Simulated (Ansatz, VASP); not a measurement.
## One calculation of SrO, two programs

```
Sr O
1.0
     0.00000    2.52873    2.52873
     2.52873    0.00000    2.52873
     2.52873    2.52873    0.00000
Sr O
1 1
Direct
  0.00000 0.00000 0.00000
  0.50000 0.50000 0.50000
```

Alike in both runs: task single point; functional HSE06; k mesh 4 × 4 × 4; occupations fermi-dirac, width 0.05 eV; no spin polarisation.

|  | VASP | Ansatz |
| --- | --- | --- |
| version | VASP 6.6.1 | Ansatz 0.2.0 development build |
| potentials or method | VASP PAW PBE potentials, release 64 (Sr_sv, O) | plane waves, PAW datasets (hand-made set) |
| plane-wave cutoff (eV) | 520 | 930 |
| valence electrons in the cell | 16 | 16 |

```tsv
	VASP	Ansatz	Ansatz less VASP
gap on the k mesh at the Fermi level (eV)	4.72	4.78	+0.058
```

The k mesh is coarse, so the values compare programs but aren't converged.
